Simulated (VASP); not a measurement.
# As (R-3m) in VASP: further runs

As is run at these levels: r2SCAN; tasks: single point.

All numbers are computed with VASP 6.6.1; they aren't measurements. Logs are shortened: lines on timing, memory, paths and dates and some standing lists are left out, and cuts for length are marked.

## 1. The cell of the first run

The structure is trigonal, space group R-3m (No. 166). Conventional cell: a = 3.440 Å, b = 3.440 Å, c = 14.530 Å, α = 90.00°, β = 90.00°, γ = 120.00°. As (site symmetry 3m) has 3 As at 2.38 Å within 3.1 Å.

## 2. Single point, r2SCAN (24.82 Å³/atom)

The input, POSCAR:

```
As
1.0
    1.7201913053      0.9931529132      4.8434846230
   -1.7201913053      0.9931529132      4.8434846230
    0.0000000000     -1.9863058263      4.8434846230
As
2
Direct
    0.7883407894      0.7883407894      0.7883407894
    0.2116592106      0.2116592106      0.2116592106
```

The input, INCAR.step1:

```
  ALGO = Normal
  EDIFF = 1E-4
  ENCUT = 520
  GGA = PE
  ISMEAR = -1
  LASPH = T
  LCHARG = F
  LREAL = F
  LWAVE = T
  NBANDS = 12
  NELM = 80
  PREC = Accurate
  SIGMA = 0.1
```

The input, INCAR.step2:

```
  ALGO = Normal
  EDIFF = 1E-6
  ENCUT = 520
  ISIF = 2
  ISMEAR = -1
  ISTART = 1
  LASPH = T
  LCHARG = F
  LMIXTAU = T
  LREAL = F
  LWAVE = F
  METAGGA = R2SCAN
  NBANDS = 12
  NELM = 80
  PREC = Accurate
  SIGMA = 0.1
```

The input, KPOINTS:

```
k-points
0
Gamma
  17 17 17
```

Potentials or basis: VASP PAW PBE potentials, release 64 (As).

Started as:

```sh
cat potpaw_PBE.64/As/POTCAR > POTCAR
cp INCAR.step1 INCAR
mpirun -np 1 vasp_std > vasp.out
cp INCAR.step2 INCAR
mpirun -np 1 vasp_std > vasp.out
```

OUTCAR:

```text
EDIFF = 1E-6
   ENCUT = 520
   ISIF = 2
   ISMEAR = -1
   ISTART = 1
   LASPH = T
   LREAL = F
   METAGGA = R2SCAN
   NELM = 80
   PREC = Accurate

 ion  position               nearest neighbor table
   1  0.788  0.788  0.788-   2 2.38   2 2.38   2 2.38
   2  0.212  0.212  0.212-   1 2.38   1 2.38   1 2.38

  LATTYP: Found a trigonal (rhomboedric) cell.
 ALAT       =     5.2349550265
 COS(alpha) =     0.7840478252

  Lattice vectors:

 A1 = (   1.7201913053,   0.9931529132,   4.8434846230)
 A2 = (  -1.7201913053,   0.9931529132,   4.8434846230)
 A3 = (   0.0000000000,  -1.9863058263,   4.8434846230)

Analysis of symmetry for initial positions (statically):
=====================================================================
 Subroutine PRICEL returns:
 Original cell was already a primitive cell.

 Routine SETGRP: Setting up the symmetry group for a
 trigonal (rhombohedral) supercell.

 Subroutine GETGRP returns: Found 12 space group operations
 (whereof 12 operations were pure point group operations)
 out of a pool of 12 trial point group operations.

The static configuration has the point symmetry D_3d.

Analysis of symmetry for dynamics (positions and initial velocities):
=====================================================================
 Subroutine PRICEL returns:
 Original cell was already a primitive cell.

 Routine SETGRP: Setting up the symmetry group for a
 trigonal (rhombohedral) supercell.

 Subroutine GETGRP returns: Found 12 space group operations
 (whereof 12 operations were pure point group operations)
 out of a pool of 12 trial point group operations.

The dynamic configuration has the point symmetry D_3d.

 Subroutine INISYM returns: Found 12 space group operations
 (whereof 12 operations are pure point group operations),
 and found     1 'primitive' translations

----------------------------------------------------------------------------------------

                                     Primitive cell

  volume of cell :      49.6480

  direct lattice vectors                    reciprocal lattice vectors
     1.720191305  0.993152913  4.843484623     0.290665345  0.167815715  0.068820975
    -1.720191305  0.993152913  4.843484623    -0.290665345  0.167815715  0.068820975
     0.000000000 -1.986305826  4.843484623     0.000000000 -0.335631431  0.068820975

  length of vectors
     5.234955026  5.234955026  5.234955026     0.342614629  0.342614629  0.342614629

  position of ions in fractional coordinates (direct lattice)
[... 87 lines left out ...]
   POTIM  = 0.5000    time-step for ionic-motion
   TEBEG  =    0.0;   TEEND  =   0.0 temperature during run
   PSTRESS=    0.0 pullay stress
   NELECT =      10.0000    total number of electrons
   NUPDOWN=      -1.0000    fix difference up-down
   EMIN   =  10.00;   EMAX   =-10.00  energy-range for DOS
   EFERMI =   0.00;   METHOD = LEGACY
   ISMEAR =    -1;   SIGMA  =   0.10  broadening in eV -4-tet -1-fermi 0-gaus
   EFERMI_NEDOS =   21; number of points for ismear=-14 and -15
   IALGO  =     38    algorithm
   IMIX   =      4    mixing-type and parameters
     AMIX     =   0.40;   BMIX     =  1.00
     AMIX_MAG =   1.60;   BMIX_MAG =  1.00
  volume/ion in A,a.u.               =      24.82       167.52
  Fermi-wavevector in a.u.,A,eV,Ry     =   0.959638  1.813453 12.529677  0.920905
  Thomas-Fermi vector in A             =   2.088852
   LORBIT       =      0    0 simple, 1 ext, 2 COOP (PROOUT), +10 PAW based schemes
   METAGGA = R2SCAN    functional components
   LHFCALC =     F    Hartree Fock is set to
   AEXX    =    0.0000 exact exchange contribution
   IVDW    =     0    specifies the selected vdW correction
   LEPSILON=     F    determine dielectric tensor
   LRPA    =     F    only Hartree local field effects (RPA)
 non-spin polarized calculation
  energy-cutoff  :      520.00
  volume of cell :       49.65
 maximum number of plane-waves:      1357
   NGX = 19   NGY = 19   NGZ = 19

 number of electron      10.0000000 magnetization

 Free energy of the ion-electron system (eV)
  ---------------------------------------------------
  ext. energy  EPLUGINS =         0.00000000
  ---------------------------------------------------
  free energy    TOTEN  =       -29.23662873 eV

  energy without entropy =      -29.23475417  energy(sigma->0) =      -29.23569145

 E-fermi :   4.1341     XC(G=0):  -9.4019

 val. band max:        3.9620399690   @ k =  -0.4706   0.4706   0.4706
 cond. band min:       4.2957864562   @ k =   0.3529  -0.0000  -0.0000
 fundamental gap:      0.3337464872
 Fermi energy:         4.1340980440

 k-point     1 :       0.0000    0.0000    0.0000
  band No.  band energies     occupation
      1     -12.4363      2.00000
      2      -4.0346      2.00000
      3       0.9924      2.00000
      4       2.7531      2.00000
      5       2.7531      2.00000
      6       6.2670      0.00000
      7       7.0363      0.00000
      8       7.0363      0.00000
      9      13.4632      0.00000
     10      13.6765      0.00000
     11      13.6765      0.00000
     12      14.1009      0.00000
[... 331 lines left out ...]
 k-point    24 :      -0.1176    0.0588   -0.0000
  band No.  band energies     occupation
      1     -12.0480      2.00000
      2      -3.9990      2.00000
      3       0.5281      2.00000
      4       1.2803      2.00000
      5       1.8797      2.00000
      6       6.2424      0.00000
      7       7.3254      0.00000
      8       8.4573      0.00000
      9      11.0200      0.00000
     10      12.8146      0.00000
     11      13.9574      0.00000
     12      15.0583      0.00000

 [... further k-points ...]

------------------------ aborting loop because EDIFF is reached ----------------------------------------

  FORCE on cell =-STRESS in cart. coord.  units (eV):
  Direction    XX          YY          ZZ          XY          YZ          ZX
  --------------------------------------------------------------------------------------
  -------------------------------------------------------------------------------------
  Total        3.2137803      3.2137803      2.4073323      0.0000000      0.0000000     -0.0000000
  in kB      103.7109756    103.7109756     77.6863258      0.0000000      0.0000000     -0.0000000
  external PRESSURE =      95.0360923 kB  Pullay stress =       0.0000000 kB

 VOLUME and BASIS-vectors are now :
 -----------------------------------------------------------------------------
  energy-cutoff  :      520.00
  volume of cell :       49.65
      direct lattice vectors                 reciprocal lattice vectors
     1.720191305  0.993152913  4.843484623     0.290665345  0.167815715  0.068820975
    -1.720191305  0.993152913  4.843484623    -0.290665345  0.167815715  0.068820975
     0.000000000 -1.986305826  4.843484623     0.000000000 -0.335631431  0.068820975

 POSITION                                       TOTAL-FORCE (eV/Angst)
 -----------------------------------------------------------------------------------
      0.00000      0.00000     11.45495         0.000000     -0.000000     -1.567985
      0.00000      0.00000      3.07550         0.000000      0.000000      1.567985
 -----------------------------------------------------------------------------------
    total drift:                                0.000000      0.000000     -0.000000

  FREE ENERGIE OF THE ION-ELECTRON SYSTEM (eV)
  ---------------------------------------------------
  free  energy   TOTEN  =       -29.2366287268 eV

  energy  without entropy=      -29.2347541684  energy(sigma->0) =      -29.23569145
```

OUTCAR.step1:

```text
EDIFF = 1E-4
   ENCUT = 520
   GGA = PE
   ISMEAR = -1
   LASPH = T
   LREAL = F
[... 579 lines left out ...]
 -----------------------------------------------------------------------------------
      0.00000      0.00000     11.45495         0.000000     -0.000000     -2.032154
      0.00000      0.00000      3.07550         0.000000      0.000000      2.032154
 -----------------------------------------------------------------------------------
    total drift:                                0.000000      0.000000     -0.000000

  FREE ENERGIE OF THE ION-ELECTRON SYSTEM (eV)
  ---------------------------------------------------
  free  energy   TOTEN  =        -9.0516211249 eV

  energy  without entropy=       -9.0472751153  energy(sigma->0) =       -9.04944812
```

It took 11 min on 1 thread of Intel Xeon 6975P-C (Granite Rapids), shared host; peak memory 0.44 GiB.

Results:

```yaml
Free_energy: -29.2366 eV
Pressure: 9.5 GPa
Largest_force: 1.568 eV/Å
```

Forces in eV/Å, atoms in the order of the input:
```
As   0.000  0.000 -1.568
As   0.000  0.000  1.568
```

Levels at points of the mesh, in eV from the Fermi level:
| k point | band 2 | band 3 | band 4 | band 5 | band 6 | band 7 | band 8 | band 9 |
| --- | --- | --- | --- | --- | --- | --- | --- | --- |
| (0.00, 0.00, 0.00) | -8.17 | -3.14 | -1.38 | -1.38 | 2.13 | 2.90 | 2.90 | 9.33 |

Caveat: the cell stands under pressure; the PAW data sets were made with another functional, which shifts forces and pressure a little.

## 3. Single point, r2SCAN (25.95 Å³/atom)

This run uses another cell than the first one, of 25.95 Å³/atom.

The input, POSCAR:

```
As
1.0
    1.7458695881      1.0079782767      4.9157860977
   -1.7458695881      1.0079782767      4.9157860977
    0.0000000000     -2.0159565533      4.9157860977
As
2
Direct
    0.7883407894      0.7883407894      0.7883407894
    0.2116592106      0.2116592106      0.2116592106
```

The input, INCAR.step1:

```
PREC     = Accurate       # precision mode
ENCUT    = 520            # plane-wave cutoff, eV
ISMEAR   = -1             # smearing method
SIGMA    = 0.1            # smearing width, eV
LREAL    = False          # projectors in reciprocal space
LASPH    = True           # aspherical terms in the spheres
NELM     = 100            # most SCF steps
NBANDS   = 12             # bands
GGA      = PE             # functional
ALGO     = Normal         # electronic algorithm
EDIFF    = 1E-4           # SCF threshold, eV
LWAVE    = True           # write WAVECAR
LCHARG   = False          # write CHGCAR
```

The input, INCAR.step2:

```
PREC     = Accurate       # precision mode
ENCUT    = 520            # plane-wave cutoff, eV
EDIFF    = 1E-6           # SCF threshold, eV
ISMEAR   = -1             # smearing method
SIGMA    = 0.1            # smearing width, eV
LREAL    = False          # projectors in reciprocal space
LASPH    = True           # aspherical terms in the spheres
NELM     = 100            # most SCF steps
ALGO     = Normal         # electronic algorithm
ISIF     = 2              # what is computed and relaxed
LWAVE    = False          # write WAVECAR
LCHARG   = False          # write CHGCAR
METAGGA  = R2SCAN         # meta-GGA
LMIXTAU  = True         
NBANDS   = 12             # bands
ISTART   = 1
```

The input, KPOINTS:

```
regular mesh
0
Gamma
  17 17 17
```

Potentials or basis: VASP PAW PBE potentials, release 64 (As).

Started as:

```sh
cat potpaw_PBE.64/As/POTCAR > POTCAR
cp INCAR.step1 INCAR
mpirun -np 1 vasp_std > vasp.out
cp INCAR.step2 INCAR
mpirun -np 1 vasp_std > vasp.out
```

OUTCAR:

```text
PREC = Accurate
   ENCUT = 520
   EDIFF = 1E-6
   ISMEAR = -1
   LREAL = False
   LASPH = True
   NELM = 100
   ISIF = 2
   METAGGA = R2SCAN
   ISTART = 1

 ion  position               nearest neighbor table
   1  0.788  0.788  0.788-   2 2.41   2 2.41   2 2.41
   2  0.212  0.212  0.212-   1 2.41   1 2.41   1 2.41

  LATTYP: Found a trigonal (rhomboedric) cell.
 ALAT       =     5.3131002045
 COS(alpha) =     0.7840478252
[... 545 lines left out ...]
     12      14.2987      0.00000

 [... further k-points ...]

------------------------ aborting loop because EDIFF is reached ----------------------------------------

  FORCE on cell =-STRESS in cart. coord.  units (eV):
  Direction    XX          YY          ZZ          XY          YZ          ZX
  --------------------------------------------------------------------------------------
  -------------------------------------------------------------------------------------
  Total        1.9974015      1.9974015      1.5327690      0.0000000      0.0000000      0.0000000
  in kB       61.6550639     61.6550639     47.3129580      0.0000000      0.0000000      0.0000000
  external PRESSURE =      56.8743620 kB  Pullay stress =       0.0000000 kB

 VOLUME and BASIS-vectors are now :
 -----------------------------------------------------------------------------
  energy-cutoff  :      520.00
  volume of cell :       51.90
      direct lattice vectors                 reciprocal lattice vectors
     1.745869588  1.007978277  4.915786098     0.286390234  0.165347479  0.067808755
    -1.745869588  1.007978277  4.915786098    -0.286390234  0.165347479  0.067808755
     0.000000000 -2.015956553  4.915786098     0.000000000 -0.330694957  0.067808755

 POSITION                                       TOTAL-FORCE (eV/Angst)
 -----------------------------------------------------------------------------------
      0.00000      0.00000     11.62594         0.000000     -0.000000     -0.992237
      0.00000      0.00000      3.12141         0.000000      0.000000      0.992237
 -----------------------------------------------------------------------------------
    total drift:                                0.000000      0.000000     -0.000000

  FREE ENERGIE OF THE ION-ELECTRON SYSTEM (eV)
  ---------------------------------------------------
  free  energy   TOTEN  =       -29.3427759302 eV

  energy  without entropy=      -29.3413019150  energy(sigma->0) =      -29.34203892
```

It took 11 min on 1 thread of Intel Xeon 6975P-C (Granite Rapids), shared host; peak memory 0.44 GiB.

Results:

```yaml
Free_energy: -29.3428 eV
Pressure: 5.7 GPa
Largest_force: 0.992 eV/Å
```

Forces in eV/Å, atoms in the order of the input:
```
As   0.000  0.000 -0.992
As   0.000  0.000  0.992
```

Stress tensor (GPa, compression positive):
```
6.17 0.00 0.00
0.00 6.17 0.00
0.00 0.00 4.73
```

Caveat: the cell stands under pressure; the PAW data sets were made with another functional, which shifts forces and pressure a little.
